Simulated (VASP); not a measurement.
# W (I4/mmm) in VASP: notebook, part 2 of 3

VASP 6.6.1.

### 3 Single point, PBE

The input, INCAR:

```
PREC = Accurate
ENCUT = 500
EDIFF = 1E-6
ISMEAR = 0
SIGMA = 0.15
LREAL = False
LASPH = True
NELM = 120
ALGO = Normal
ISIF = 2
LWAVE = False
LCHARG = False
GGA = PE
NBANDS = 13
GGA_COMPAT = False
```

The input, KPOINTS:

```
regular mesh
0
Gamma
  30 30 30
```

The input, POSCAR:

```
W
1.0
   -1.7868018257      1.7868018257      1.2632688908
    1.7868018257     -1.7868018257      1.2632688908
    1.7868018257      1.7868018257     -1.2632688908
W
1
Direct
    0.0000000000      0.0000000000      0.0000000000
```

Potentials or basis: VASP PAW PBE potentials, release 64 (W_sv).

Command:

```console
$ cat potpaw_PBE.64/W_sv/POTCAR > POTCAR
$ mpirun -np 1 vasp_std > vasp.out
```

OUTCAR:

```text
PREC = Accurate
   ENCUT = 500
   EDIFF = 1E-6
   ISMEAR = 0
   LREAL = False
   LASPH = True
   NELM = 120
   ISIF = 2
   GGA = PE

 ion  position               nearest neighbor table
   1  0.000  0.000  0.000-

  LATTYP: Found a body centered tetragonal cell.
 ALAT       =     3.5736036514
 C/A-ratio  =     0.7070000000

  Lattice vectors:

 A1 = (  -1.7868018257,   1.7868018257,   1.2632688908)
 A2 = (   1.7868018257,  -1.7868018257,   1.2632688908)
 A3 = (   1.7868018257,   1.7868018257,  -1.2632688908)

Analysis of symmetry for initial positions (statically):
=====================================================================
 Subroutine PRICEL returns:
 Original cell was already a primitive cell.

 Routine SETGRP: Setting up the symmetry group for a
 body centered tetragonal supercell.

 Subroutine GETGRP returns: Found 16 space group operations
 (whereof 16 operations were pure point group operations)
 out of a pool of 16 trial point group operations.

The static configuration has the point symmetry D_4h.

Analysis of symmetry for dynamics (positions and initial velocities):
=====================================================================
 Subroutine PRICEL returns:
 Original cell was already a primitive cell.

 Routine SETGRP: Setting up the symmetry group for a
 body centered tetragonal supercell.

 Subroutine GETGRP returns: Found 16 space group operations
 (whereof 16 operations were pure point group operations)
 out of a pool of 16 trial point group operations.

The dynamic configuration has the point symmetry D_4h.

 Subroutine INISYM returns: Found 16 space group operations
 (whereof 16 operations are pure point group operations),
 and found     1 'primitive' translations

----------------------------------------------------------------------------------------

                                     Primitive cell

  volume of cell :      16.1328

  direct lattice vectors                    reciprocal lattice vectors
    -1.786801826  1.786801826  1.263268891     0.000000000  0.279829578  0.395798554
     1.786801826 -1.786801826  1.263268891     0.279829578  0.000000000  0.395798554
     1.786801826  1.786801826 -1.263268891     0.279829578  0.279829578  0.000000000

  length of vectors
     2.825096427  2.825096427  2.825096427     0.484727849  0.484727849  0.395738784

  position of ions in fractional coordinates (direct lattice)
     0.000000000  0.000000000  0.000000000

  ion indices of the primitive-cell ions
   primitive index   ion index
                 1           1

----------------------------------------------------------------------------------------

 KPOINTS: regular mesh

Automatic generation of k-mesh.
 Grid dimensions read from file:
 generate k-points for:   30   30   30

 Generating k-lattice:

  Cartesian coordinates                     Fractional coordinates (reciprocal lattice)
     0.000000000  0.009327653  0.013193285     0.033333333 -0.000000000  0.000000000
     0.009327653  0.000000000  0.013193285    -0.000000000  0.033333333  0.000000000
     0.009327653  0.009327653  0.000000000     0.000000000  0.000000000  0.033333333

  Length of vectors
     0.016157595  0.016157595  0.013191293

  Shift w.r.t. Gamma in fractional coordinates (k-lattice)
     0.000000000  0.000000000  0.000000000

 Subroutine IBZKPT returns following result:
 ===========================================

 Found   1992 irreducible k-points:

 Following reciprocal coordinates:
            Coordinates               Weight
  0.000000  0.000000  0.000000      1.000000
  0.033333  0.000000 -0.000000      8.000000
  0.066667  0.000000 -0.000000      8.000000
  0.100000  0.000000 -0.000000      8.000000
  0.133333  0.000000 -0.000000      8.000000
  0.166667  0.000000 -0.000000      8.000000
[... 16 lines left out ...]
  0.233333  0.033333 -0.000000     16.000000
  0.266667  0.033333 -0.000000     16.000000
 [... further k-points ...]
   k-points           NKPTS =   1992   k-points in BZ     NKDIM =   1992   number of bands    NBANDS=     13
   number of dos      NEDOS =    301   number of ions     NIONS =      1
   total plane-waves  NPLWV =  13824
   dimension x,y,z NGX =    24 NGY =   24 NGZ =   24
   dimension x,y,z NGXF=    48 NGYF=   48 NGZF=   48
   ions per type =               1
   NGX,Y,Z   is equivalent  to a cutoff of  14.12, 14.12, 14.12 a.u.
   NGXF,Y,Z  is equivalent  to a cutoff of  28.25, 28.25, 28.25 a.u.
 SYSTEM =  unknown system
   PREC   = accura    normal or accurate (medium, high low for compatibility)
   ISTART =      0    job   : 0-new  1-cont  2-samecut
   ICHARG =      2    charge: 1-file 2-atom 10-const
   ISPIN  =      1    spin polarized calculation?
   LNONCOLLINEAR =      F non collinear calculations
   LSORBIT =      F    spin-orbit coupling
   LASPH  =      T    aspherical Exc in radial PAW
   ENCUT  =  500.0 eV  36.75 Ry    6.06 a.u.   5.15  5.15  5.15*2*pi/ulx,y,z
   NELM   =    120;   NELMIN=  2; NELMDL= -5     # of ELM steps
   EDIFF  = 0.1E-05   stopping-criterion for ELM
   LREAL  =      F    real-space projection
   EDIFFG = 0.1E-04   stopping-criterion for IOM
   NSW    =      0    number of steps for IOM
   IBRION =     -1    ionic relax: 0-MD 1-quasi-New 2-CG
   NFREE  =      0    steps in history (QN), initial steepest desc. (CG)
   ISIF   =      2    stress and relaxation
   ISYM   =      2    0-nonsym 1-usesym 2-fastsym
   POTIM  = 0.5000    time-step for ionic-motion
   TEBEG  =    0.0;   TEEND  =   0.0 temperature during run
   PSTRESS=    0.0 pullay stress
   NELECT =      14.0000    total number of electrons
   NUPDOWN=      -1.0000    fix difference up-down
   EMIN   =  10.00;   EMAX   =-10.00  energy-range for DOS
   EFERMI =   0.00;   METHOD = LEGACY
   ISMEAR =     0;   SIGMA  =   0.15  broadening in eV -4-tet -1-fermi 0-gaus
   EFERMI_NEDOS =   21; number of points for ismear=-14 and -15
   IALGO  =     38    algorithm
   IMIX   =      4    mixing-type and parameters
     AMIX     =   0.40;   BMIX     =  1.00
     AMIX_MAG =   1.60;   BMIX_MAG =  1.00
  volume/ion in A,a.u.               =      16.13       108.87
  Fermi-wavevector in a.u.,A,eV,Ry     =   1.561522  2.950848 33.175760  2.438350
  Thomas-Fermi vector in A             =   2.664575
   LORBIT       =      0    0 simple, 1 ext, 2 COOP (PROOUT), +10 PAW based schemes
   GGA     = PE    functional components
   LHFCALC =     F    Hartree Fock is set to
   AEXX    =    0.0000 exact exchange contribution
   IVDW    =     0    specifies the selected vdW correction
   LEPSILON=     F    determine dielectric tensor
   LRPA    =     F    only Hartree local field effects (RPA)
 non-spin polarized calculation
 Gauss-broadening in eV      SIGMA  =   0.15
  energy-cutoff  :      500.00
  volume of cell :       16.13
 maximum number of plane-waves:       426
 NGX is ok and might be reduce to    24
   NGX = 11   NGY = 11   NGZ = 11

 number of electron      14.0000000 magnetization

 Free energy of the ion-electron system (eV)
  ---------------------------------------------------
  ext. energy  EPLUGINS =         0.00000000
  ---------------------------------------------------
  free energy    TOTEN  =       -12.23690123 eV

  energy without entropy =      -12.23037912  energy(sigma->0) =      -12.23364017

 E-fermi :  11.1974     XC(G=0): -13.4765

 val. band max:       11.1944796688   @ k =  -0.3000  -0.4333   0.1667
 cond. band min:      11.2007986555   @ k =  -0.3667  -0.4000   0.3333
 fundamental gap:      0.0063189867
 Fermi energy:        11.1974400588

 k-point     1 :       0.0000    0.0000    0.0000
  band No.  band energies     occupation
      1     -62.9313      2.00000
      2     -26.7001      2.00000
      3     -26.7001      2.00000
      4     -25.9405      2.00000
      5       1.7222      2.00000
      6       7.5809      2.00000
      7       9.2646      2.00000
      8      13.1124      0.00000
      9      13.1124      0.00000
     10      15.1148      0.00000
     11      24.3640      0.00000
     12      24.3640      0.00000
     13      32.5138      0.00000
[... 353 lines left out ...]
 k-point    24 :       0.2667    0.0333   -0.0000
  band No.  band energies     occupation
      1     -62.7807      2.00000
      2     -27.3685      2.00000
      3     -26.8360      2.00000
      4     -26.7359      2.00000
      5       5.0333      2.00000
      6       7.7327      2.00000
      7      10.0369      2.00000
      8      12.4517      0.00000
      9      13.4389      0.00000
     10      14.1652      0.00000
     11      24.1535      0.00000
     12      29.6510      0.00000
     13      30.9030      0.00000

 [... further k-points ...]

------------------------ aborting loop because EDIFF is reached ----------------------------------------

  FORCE on cell =-STRESS in cart. coord.  units (eV):
  Direction    XX          YY          ZZ          XY          YZ          ZX
  --------------------------------------------------------------------------------------
  -------------------------------------------------------------------------------------
  Total        0.0875888      0.0875888      5.3621864      0.0000000      0.0000000     -0.0000000
  in kB        8.6986293      8.6986293    532.5298094      0.0000000      0.0000000     -0.0000000
  external PRESSURE =     183.3090227 kB  Pullay stress =       0.0000000 kB

 VOLUME and BASIS-vectors are now :
 -----------------------------------------------------------------------------
  energy-cutoff  :      500.00
  volume of cell :       16.13
      direct lattice vectors                 reciprocal lattice vectors
    -1.786801826  1.786801826  1.263268891     0.000000000  0.279829578  0.395798554
     1.786801826 -1.786801826  1.263268891     0.279829578  0.000000000  0.395798554
     1.786801826  1.786801826 -1.263268891     0.279829578  0.279829578  0.000000000

 POSITION                                       TOTAL-FORCE (eV/Angst)
 -----------------------------------------------------------------------------------
      0.00000      0.00000      0.00000         0.000000      0.000000      0.000000
 -----------------------------------------------------------------------------------
    total drift:                                0.000000      0.000000      0.000000

  FREE ENERGIE OF THE ION-ELECTRON SYSTEM (eV)
  ---------------------------------------------------
  free  energy   TOTEN  =       -12.2369012317 eV

  energy  without entropy=      -12.2303791159  energy(sigma->0) =      -12.23364017
```

Wall time 3.6 min (1 thread of Intel Xeon Platinum 8488C (Sapphire Rapids), shared host); peak memory 0.47 GiB.

What came out:

| Property | Result |
| --- | --- |
| Free energy | -12.2369 eV |
| Pressure | 18.3 GPa |
| Band gap on the k mesh | zero (bands 7 and 8 overlap by 7.15 eV) |

Stress tensor (GPa, compression positive):
```
 0.87  0.00  0.00
 0.00  0.87  0.00
 0.00  0.00 53.25
```

Levels at points of the mesh, in eV from the Fermi level:
| k point | band 5 | band 6 | band 7 | band 8 | band 9 | band 10 |
| --- | --- | --- | --- | --- | --- | --- |
| (0.00, 0.00, 0.00) | -9.48 | -3.62 | -1.93 | 1.91 | 1.91 | 3.92 |
| (0.50, 0.00, 0.00) | -6.02 | -4.53 | 1.56 | 2.24 | 4.71 | 5.91 |
| (0.50, 0.50, 0.00) | -6.36 | -1.95 | -0.94 | 0.97 | 1.15 | 5.97 |
| (0.50, 0.50, 0.50) | -6.01 | -5.58 | 5.20 | 5.20 | 5.48 | 5.48 |

Caveat: the cell stands under pressure; spin-orbit coupling is left out, which moves the levels of the heavy elements.

(Continued in part 3 of 3.)
